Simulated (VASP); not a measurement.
# SnTe (Imm2) in VASP: further runs

Runs on SnTe. Level: PBEsol. Tasks: single point.

Program: VASP 6.6.1. These are calculated values, not measurements. Logs are shortened: lines on timing, memory, paths and dates and some standing lists are left out, and cuts for length are marked.

## (1) The cell of the first run

The structure is orthorhombic, space group Imm2 (No. 44). Conventional cell: a = 4.464 Å, b = 6.313 Å, c = 4.464 Å, α = 90.00°, β = 90.00°, γ = 90.00°. Sn (site symmetry mm2) has 6 Te at 3.09 to 3.23 Å within 4.1 Å. Within 4.1 Å of Te (site symmetry mm2) lie 6 Sn at 3.09 to 3.23 Å.

## (2) Single point, PBEsol (all Te atoms moved -0.100 Å, as atom 2 along Cartesian [1 1 0])

Contents of INCAR:

```
SYSTEM = SnTe
PREC     = Accurate       ! precision mode
ENCUT    = 520            ! plane-wave cutoff, eV
EDIFF    = 1E-6           ! SCF threshold, eV
ISMEAR   = 0              ! smearing method
SIGMA    = 0.03           ! smearing width, eV
LREAL    = .FALSE.        ! projectors in reciprocal space
LASPH    = .TRUE.         ! aspherical terms in the spheres
NELM     = 80             ! most SCF steps
ALGO     = Normal         ! electronic algorithm
ISIF     = 2              ! what is computed and relaxed
LWAVE    = .FALSE.        ! write WAVECAR
LCHARG   = .FALSE.        ! write CHGCAR
GGA      = PS             ! functional
NBANDS   = 17             ! bands
```

Contents of KPOINTS:

```
regular mesh
0
G
  10 10 10
  0 0 0
```

Contents of POSCAR:

```
SnTe
1.0
    0.0000000000      3.1565000000      3.1565000000
    3.1565000000      0.0000000000      3.1565000000
    3.1565000000      3.1565000000      0.0000000000
Sn Te
1 1
Direct
    0.0000000000      0.0000000000      0.0000000000
    0.5000000000      0.5000000000      0.4775983912
```

Potentials or basis: VASP PAW PBE potentials, release 64 (Sn_d, Te).

On the command line:

```sh
cat potpaw_PBE.64/Sn_d/POTCAR potpaw_PBE.64/Te/POTCAR > POTCAR
mpirun -np 1 vasp_std > vasp.out
```

OUTCAR:

```text
SYSTEM = SnTe
   PREC = Accurate
   ENCUT = 520
   EDIFF = 1E-6
   ISMEAR = 0
   LREAL = .FALSE.
   LASPH = .TRUE.
   NELM = 80
   ISIF = 2
   GGA = PS

 ion  position               nearest neighbor table
   1  0.000  0.000  0.000-   2 3.09   2 3.09   2 3.16   2 3.16   2 3.23   2 3.23
   2  0.500  0.500  0.478-   1 3.09   1 3.09   1 3.16   1 3.16   1 3.23   1 3.23

  LATTYP: Found a face centered cubic cell.
 ALAT       =     6.3130000000

  Lattice vectors:

 A1 = (   0.0000000000,   3.1565000000,   3.1565000000)
 A2 = (   3.1565000000,   0.0000000000,   3.1565000000)
 A3 = (   3.1565000000,   3.1565000000,   0.0000000000)

Analysis of symmetry for initial positions (statically):
=====================================================================
 Subroutine PRICEL returns:
 Original cell was already a primitive cell.

 Routine SETGRP: Setting up the symmetry group for a
 face centered cubic supercell.

 Subroutine GETGRP returns: Found  4 space group operations
 (whereof  4 operations were pure point group operations)
 out of a pool of 48 trial point group operations.

The static configuration has the point symmetry C_2v.

Analysis of symmetry for dynamics (positions and initial velocities):
=====================================================================
 Subroutine PRICEL returns:
 Original cell was already a primitive cell.

 Routine SETGRP: Setting up the symmetry group for a
 face centered cubic supercell.

 Subroutine GETGRP returns: Found  4 space group operations
 (whereof  4 operations were pure point group operations)
 out of a pool of 48 trial point group operations.

The dynamic configuration has the point symmetry C_2v.

 Subroutine INISYM returns: Found  4 space group operations
 (whereof  4 operations are pure point group operations),
 and found     1 'primitive' translations

----------------------------------------------------------------------------------------

                                     Primitive cell

  volume of cell :      62.8995

  direct lattice vectors                    reciprocal lattice vectors
     0.000000000  3.156500000  3.156500000    -0.158403295  0.158403295  0.158403295
     3.156500000  0.000000000  3.156500000     0.158403295 -0.158403295  0.158403295
     3.156500000  3.156500000  0.000000000     0.158403295  0.158403295 -0.158403295

  length of vectors
     4.463965110  4.463965110  4.463965110     0.274362555  0.274362555  0.274362555

  position of ions in fractional coordinates (direct lattice)
     0.000000000  0.000000000  0.000000000
     0.500000000  0.500000000  0.477598391

  ion indices of the primitive-cell ions
   primitive index   ion index
                 1           1
                 2           2

----------------------------------------------------------------------------------------

 KPOINTS: regular mesh

Automatic generation of k-mesh.
 Grid dimensions read from file:
 generate k-points for:   10   10   10

 Generating k-lattice:

  Cartesian coordinates                     Fractional coordinates (reciprocal lattice)
    -0.015840329  0.015840329  0.015840329     0.100000000  0.000000000  0.000000000
     0.015840329 -0.015840329  0.015840329     0.000000000  0.100000000  0.000000000
     0.015840329  0.015840329 -0.015840329     0.000000000  0.000000000  0.100000000

  Length of vectors
     0.027436255  0.027436255  0.027436255

  Shift w.r.t. Gamma in fractional coordinates (k-lattice)
     0.000000000  0.000000000  0.000000000

 Subroutine IBZKPT returns following result:
 ===========================================

 Found    171 irreducible k-points:

 Following reciprocal coordinates:
            Coordinates               Weight
  0.000000  0.000000  0.000000      1.000000
  0.100000  0.000000  0.000000      4.000000
  0.000000  0.000000  0.100000      4.000000
  0.200000  0.000000  0.000000      4.000000
  0.000000  0.000000  0.200000      4.000000
  0.300000  0.000000  0.000000      4.000000
[... 16 lines left out ...]
  0.000000  0.400000  0.100000      8.000000
  0.100000  0.000000  0.400000      8.000000
 [... further k-points ...]
   k-points           NKPTS =    171   k-points in BZ     NKDIM =    171   number of bands    NBANDS=     17
   number of dos      NEDOS =    301   number of ions     NIONS =      2
   total plane-waves  NPLWV =  46656
   dimension x,y,z NGX =    36 NGY =   36 NGZ =   36
   dimension x,y,z NGXF=    72 NGYF=   72 NGZF=   72
   ions per type =               1   1
   NGX,Y,Z   is equivalent  to a cutoff of  13.41, 13.41, 13.41 a.u.
   NGXF,Y,Z  is equivalent  to a cutoff of  26.81, 26.81, 26.81 a.u.
 SYSTEM =  SnTe
   PREC   = accura    normal or accurate (medium, high low for compatibility)
   ISTART =      0    job   : 0-new  1-cont  2-samecut
   ICHARG =      2    charge: 1-file 2-atom 10-const
   ISPIN  =      1    spin polarized calculation?
   LNONCOLLINEAR =      F non collinear calculations
   LSORBIT =      F    spin-orbit coupling
   LASPH  =      T    aspherical Exc in radial PAW
   ENCUT  =  520.0 eV  38.22 Ry    6.18 a.u.   8.30  8.30  8.30*2*pi/ulx,y,z
   NELM   =     80;   NELMIN=  2; NELMDL= -5     # of ELM steps
   EDIFF  = 0.1E-05   stopping-criterion for ELM
   LREAL  =      F    real-space projection
   EDIFFG = 0.1E-04   stopping-criterion for IOM
   NSW    =      0    number of steps for IOM
   IBRION =     -1    ionic relax: 0-MD 1-quasi-New 2-CG
   NFREE  =      0    steps in history (QN), initial steepest desc. (CG)
   ISIF   =      2    stress and relaxation
   ISYM   =      2    0-nonsym 1-usesym 2-fastsym
   POTIM  = 0.5000    time-step for ionic-motion
   TEBEG  =    0.0;   TEEND  =   0.0 temperature during run
   PSTRESS=    0.0 pullay stress
   NELECT =      20.0000    total number of electrons
   NUPDOWN=      -1.0000    fix difference up-down
   EMIN   =  10.00;   EMAX   =-10.00  energy-range for DOS
   EFERMI =   0.00;   METHOD = LEGACY
   ISMEAR =     0;   SIGMA  =   0.03  broadening in eV -4-tet -1-fermi 0-gaus
   EFERMI_NEDOS =   21; number of points for ismear=-14 and -15
   IALGO  =     38    algorithm
   IMIX   =      4    mixing-type and parameters
     AMIX     =   0.40;   BMIX     =  1.00
     AMIX_MAG =   1.60;   BMIX_MAG =  1.00
  volume/ion in A,a.u.               =      31.45       212.23
  Fermi-wavevector in a.u.,A,eV,Ry     =   1.117384  2.111549 16.987507  1.248547
  Thomas-Fermi vector in A             =   2.254006
   LORBIT       =      0    0 simple, 1 ext, 2 COOP (PROOUT), +10 PAW based schemes
   GGA     = PS    functional components
   LHFCALC =     F    Hartree Fock is set to
   AEXX    =    0.0000 exact exchange contribution
   IVDW    =     0    specifies the selected vdW correction
   LEPSILON=     F    determine dielectric tensor
   LRPA    =     F    only Hartree local field effects (RPA)
 non-spin polarized calculation
 Gauss-broadening in eV      SIGMA  =   0.03
  energy-cutoff  :      520.00
  volume of cell :       62.90
 maximum number of plane-waves:      1717
 NGX is ok and might be reduce to    36
   NGX = 17   NGY = 17   NGZ = 17

 number of electron      19.9999999 magnetization

 Free energy of the ion-electron system (eV)
  ---------------------------------------------------
  ext. energy  EPLUGINS =         0.00000000
  ---------------------------------------------------
  free energy    TOTEN  =        -8.33715430 eV

  energy without entropy =       -8.33715068  energy(sigma->0) =       -8.33715249

 E-fermi :   6.7525     XC(G=0):  -9.6271

 val. band max:        6.7011267958   @ k =   0.5000   0.0000   0.0000
 cond. band min:       6.8038498196   @ k =   0.5000   0.0000   0.0000
 fundamental gap:      0.1027230238
 Fermi energy:         6.7524883056

 k-point     1 :       0.0000    0.0000    0.0000
  band No.  band energies     occupation
      1     -15.0325      2.00000
      2     -15.0319      2.00000
      3     -15.0257      2.00000
      4     -15.0253      2.00000
      5     -15.0246      2.00000
      6      -6.0536      2.00000
[... 9 lines left out ...]
     16      11.5374      0.00000
     17      13.4316      0.00000

 k-point     2 :       0.1000    0.0000    0.0000
  band No.  band energies     occupation
      1     -15.0329      2.00000
      2     -15.0323      2.00000
      3     -15.0254      2.00000
      4     -15.0247      2.00000
      5     -15.0242      2.00000
      6      -5.9694      2.00000
[... 9 lines left out ...]
     16      11.7123      0.00000
     17      14.1500      0.00000

 k-point     3 :       0.0000    0.0000    0.1000
  band No.  band energies     occupation
      1     -15.0329      2.00000
      2     -15.0323      2.00000
      3     -15.0251      2.00000
      4     -15.0250      2.00000
      5     -15.0241      2.00000
      6      -5.9698      2.00000
[... 9 lines left out ...]
     16      11.7116      0.00000
     17      14.1970      0.00000

 k-point     4 :       0.2000    0.0000    0.0000
  band No.  band energies     occupation
      1     -15.0340      2.00000
      2     -15.0335      2.00000
      3     -15.0248      2.00000
      4     -15.0231      2.00000
      5     -15.0227      2.00000
      6      -5.7259      2.00000
[... 9 lines left out ...]
     16      12.2613      0.00000
     17      15.6395      0.00000
[... 343 lines left out ...]
      1     -15.0383      2.00000
      2     -15.0347      2.00000
      3     -15.0237      2.00000
      4     -15.0201      2.00000
      5     -15.0186      2.00000
      6      -5.0370      2.00000
[... 9 lines left out ...]
     16      14.7822      0.00000
     17      16.5503      0.00000

 k-point    23 :       0.0000    0.4000    0.1000
  band No.  band energies     occupation
      1     -15.0381      2.00000
      2     -15.0349      2.00000
      3     -15.0242      2.00000
      4     -15.0198      2.00000
      5     -15.0185      2.00000
      6      -5.0356      2.00000
[... 9 lines left out ...]
     16      14.7743      0.00000
     17      16.5389      0.00000

 k-point    24 :       0.1000    0.0000    0.4000
  band No.  band energies     occupation
      1     -15.0381      2.00000
      2     -15.0351      2.00000
      3     -15.0239      2.00000
      4     -15.0201      2.00000
      5     -15.0182      2.00000
      6      -5.0423      2.00000
[... 9 lines left out ...]
     16      14.7922      0.00000
     17      16.5695      0.00000

 [... further k-points ...]
[... 5 lines left out ...]
  --------------------------------------------------------------------------------------
  -------------------------------------------------------------------------------------
  Total       -0.1513695     -0.1513695     -0.2047799      0.0238233      0.0000000      0.0000000
  in kB       -3.8556862     -3.8556862     -5.2161567      0.6068261      0.0000000      0.0000000
  external PRESSURE =      -4.3091764 kB  Pullay stress =       0.0000000 kB

 VOLUME and BASIS-vectors are now :
 -----------------------------------------------------------------------------
  energy-cutoff  :      520.00
  volume of cell :       62.90
      direct lattice vectors                 reciprocal lattice vectors
     0.000000000  3.156500000  3.156500000    -0.158403295  0.158403295  0.158403295
     3.156500000  0.000000000  3.156500000     0.158403295 -0.158403295  0.158403295
     3.156500000  3.156500000  0.000000000     0.158403295  0.158403295 -0.158403295

 POSITION                                       TOTAL-FORCE (eV/Angst)
 -----------------------------------------------------------------------------------
      0.00000      0.00000      0.00000        -0.018793     -0.018793     -0.000000
      3.08579      3.08579      3.15650         0.018793      0.018793      0.000000
 -----------------------------------------------------------------------------------
    total drift:                                0.000057      0.000057     -0.000000

  FREE ENERGIE OF THE ION-ELECTRON SYSTEM (eV)
  ---------------------------------------------------
  free  energy   TOTEN  =        -8.3371542955 eV

  energy  without entropy=       -8.3371506844  energy(sigma->0) =       -8.33715249
```

It took 67 s on 1 thread of Intel Xeon 6975P-C (Granite Rapids), shared host; peak memory 0.34 GiB.

Results:

* Free energy: -8.3372 eV
* Pressure: -0.4 GPa
* Largest force: 0.027 eV/Å
* Band gap on the k mesh: 0.10 eV, direct

Forces on the atoms (eV/Å):
```
Sn  -0.019 -0.019  0.000
Te   0.019  0.019  0.000
```

Stress tensor (GPa, compression positive):
```
-0.39  0.06  0.00
 0.06 -0.39  0.00
 0.00  0.00 -0.52
```

Caveat: the cell differs from its parent crystal (all Te atoms moved -0.100 Å, as atom 2 along Cartesian [1 1 0]); the PAW data sets were made with another functional, which shifts forces and pressure a little; spin-orbit coupling is left out, which moves the levels of the heavy elements. A k mesh can miss the band edges.

## (3) Single point, PBEsol (all Te atoms moved +0.075 Å, as atom 2 along Cartesian [1 1 0])

Contents of INCAR:

```
SYSTEM = SnTe
PREC = Accurate
ENCUT = 520
EDIFF = 1E-6
ISMEAR = 0
SIGMA = 0.03
LREAL = .FALSE.
LASPH = .TRUE.
NELM = 60
ALGO = Normal
ISIF = 2
LWAVE = .FALSE.
LCHARG = .FALSE.
GGA = PS
NBANDS = 17
```

Contents of KPOINTS:

```
Automatic mesh
0
G
  10 10 10
  0 0 0
```

POSCAR, as its differences from that of step 2:

```diff
@@ -9,2 +9,2 @@
     0.0000000000      0.0000000000      0.0000000000
-    0.5000000000      0.5000000000      0.4775983912
+    0.5000000000      0.5000000000      0.5168012066
```

Potentials or basis: VASP PAW PBE potentials, release 64 (Sn_d, Te).

On the command line:

```sh
cat potpaw_PBE.64/Sn_d/POTCAR potpaw_PBE.64/Te/POTCAR > POTCAR
mpirun -np 1 vasp_std > vasp.out
```

It took 62 s on 1 thread of Intel Xeon 6975P-C (Granite Rapids), shared host; peak memory 0.34 GiB.

Results (log left out):

* Free energy: -8.3376 eV
* Pressure: -0.5 GPa
* Largest force: 0.013 eV/Å
* Band gap on the k mesh: 0.11 eV, direct

Forces on the atoms (eV/Å):
```
Sn   0.009  0.009  0.000
Te  -0.009 -0.009  0.000
```

Stress tensor (GPa, compression positive):
```
-0.46  0.04  0.00
 0.04 -0.46  0.00
 0.00  0.00 -0.54
```

Levels at points of the mesh, in eV from the valence-band top:
```tsv
k point	band 8	band 9	band 10	band 11	band 12	band 13
(0.00, 0.00, 0.00)	-2.09	-2.07	-2.07	3.32	3.32	3.37
(0.50, 0.00, 0.00)	-1.76	-1.76	0.00	0.11	0.42	0.43
(0.00, 0.00, 0.50)	-1.77	-1.74	-0.09	0.20	0.40	0.42
(0.50, 0.50, 0.00)	-5.52	-3.69	-3.66	2.13	4.94	4.96
(0.00, 0.50, 0.50)	-5.49	-3.68	-3.68	2.14	4.94	4.94
```

Caveat: the cell differs from its parent crystal (all Te atoms moved +0.075 Å, as atom 2 along Cartesian [1 1 0]); the PAW data sets were made with another functional, which shifts forces and pressure a little; spin-orbit coupling is left out, which moves the levels of the heavy elements. A k mesh can miss the band edges.

(Continued in part 2 of 2.)
